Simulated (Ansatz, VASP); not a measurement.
## One calculation of ZnS, two programs

Contents of POSCAR:

```
ZnS
1.0
    0.0000000000      2.6940955531      2.6940955531
    2.6940955531      0.0000000000      2.6940955531
    2.6940955531      2.6940955531      0.0000000000
Zn S
1 1
Direct
    0.2500000000      0.2500000000      0.2500000000
    0.0000000000      0.0000000000      0.0000000000
```

INCAR.step1

```
PREC     = Accurate       # precision mode
ENCUT    = 520            # plane-wave cutoff, eV
EDIFF    = 1E-5           # SCF threshold, eV
ISMEAR   = 0              # smearing method
SIGMA    = 0.01           # smearing width, eV
LREAL    = F              # projectors in reciprocal space
LASPH    = T              # aspherical terms in the spheres
NELM     = 80             # most SCF steps
ALGO     = Normal         # electronic algorithm
ISIF     = 2              # what is computed and relaxed
LWAVE    = T              # write WAVECAR
GGA      = PE             # functional
NBANDS   = 16             # bands
```

INCAR.step2

```
PREC     = Accurate       # precision mode
ENCUT    = 520            # plane-wave cutoff, eV
EDIFF    = 1E-6           # SCF threshold, eV
ISMEAR   = 0              # smearing method
SIGMA    = 0.01           # smearing width, eV
LREAL    = F              # projectors in reciprocal space
LASPH    = T              # aspherical terms in the spheres
NELM     = 80             # most SCF steps
ALGO     = Normal         # electronic algorithm
ISIF     = 2              # what is computed and relaxed
LWAVE    = F              # write WAVECAR
LCHARG   = T              # write CHGCAR
GGA      = PE             # functional
LHFCALC  = T              # exact exchange
HFSCREEN = 0.2079         # screening, 1/A
PRECFOCK = Normal       
LELF     = T              # ELF
LVHAR    = T            
ISTART   = 1            
NBANDS   = 16             # bands
```

The input KPOINTS:

```
regular mesh
0
Gamma
  4 4 4
```

Input for Ansatz:

```yaml
crystal:
  lattice:
    - [0.0, 2.6940955531, 2.6940955531]
    - [2.6940955531, 0.0, 2.6940955531]
    - [2.6940955531, 2.6940955531, 0.0]
  atoms:
    - { symbol: Zn, position: [0.25, 0.25, 0.25] }
    - { symbol: S, position: [0.0, 0.0, 0.0] }
kpoints:
  mp_grid: { grid: [4, 4, 4] }
hamiltonian:
  xc: hse06
scf:
  occupations: { method: fixed }
  n_extra_bands: 4
output:
  forces: true
  stress: true
  eigenvalues: true
```

Alike in both runs: task single point; functional HSE06; k mesh 4 × 4 × 4; no spin polarisation.

|  | VASP | Ansatz |
| --- | --- | --- |
| version | VASP 6.6.1 | Ansatz 0.2.0 |
| potentials or method | VASP PAW PBE potentials, release 64 (Zn, S) | plane waves, PAW |
| plane-wave cutoff (eV) | 520 | 420 |
| occupations | gaussian, width 0.01 eV | fixed |
| valence electrons in the cell | 18 | 18 |

|  | VASP | Ansatz | Ansatz less VASP |
| --- | --- | --- | --- |
| gap on the k mesh at the Fermi level (eV) | 3.38 | 3.39 | +0.010 |
| pressure (GPa) | 1.9 | 1.9 | +0.02 |

Ansatz's warnings: stress exchange threshold loose, stress scf threshold loose.

The k mesh is coarse, so the values compare programs but aren't converged.
